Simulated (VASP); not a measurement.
A run of VASP 6.6.1 is set up as follows.

Contents of INCAR:

```
SYSTEM = AlN
ALGO     = Normal         ! electronic algorithm
EDIFF    = 1E-7           ! SCF threshold, eV
ENCUT    = 520            ! plane-wave cutoff, eV
GGA      = PE             ! functional
ISIF     = 2              ! what is computed and relaxed
ISMEAR   = 0              ! smearing method
LASPH    = .TRUE.         ! aspherical terms in the spheres
LCHARG   = .FALSE.        ! write CHGCAR
LREAL    = .FALSE.        ! projectors in reciprocal space
LWAVE    = .FALSE.        ! write WAVECAR
NBANDS   = 36             ! bands
NELM     = 60             ! most SCF steps
PREC     = Accurate       ! precision mode
SIGMA    = 0.05           ! smearing width, eV
```

The input KPOINTS:

```
k-points
0
G
  8 8 2
  0 0 0
```

File POSCAR:

```
AlN
1.0
    2.1839935596     -2.1839935596      0.0000000000
    2.1839935596      0.0000000000     -2.1839935596
    9.1727729503      8.2991755265      8.7359742384
Al N
6 6
Direct
    0.6541733333      0.6666666667      0.0624666667
   -0.1791600000      0.0000000000      0.8958000000
    0.2875066667      0.3333333333      0.2291333333
    0.5541733333      0.6666666667      0.5624666667
   -0.0791600000      0.0000000000      0.3958000000
    0.1875066667      0.3333333333      0.7291333333
    0.5791733333      0.6666666667      0.4374666667
    0.9458400000      1.0000000000      0.2708000000
    0.2125066667      0.3333333333      0.6041333333
    0.4791733333      0.6666666667      0.9374666667
   -0.1541600000      0.0000000000      0.7708000000
    0.3125066667      0.3333333333      0.1041333333
```

Potentials or basis: VASP PAW PBE potentials, release 64 (Al, N).

Command:

```bash
$ cat potpaw_PBE.64/Al/POTCAR potpaw_PBE.64/N/POTCAR > POTCAR
$ mpirun -np 1 vasp_std > vasp.out
```

Q: Estimate the pressure.

A: 4.1 GPa.

Q: Estimate the largest force.

A: 1.152 eV/Å.

Q: What does it give for the band gap on the k mesh?

A: 3.00 eV, indirect (least direct gap 3.39 eV).

Stress tensor (GPa, compression positive):
```
 1.12  0.39 -1.82
 0.39  5.25  2.50
-1.82  2.50  5.89
```

Caveat: forces of over 1 eV/Å act on the atoms, so gaps and moduli don't describe the material at rest. A k mesh can miss the band edges.
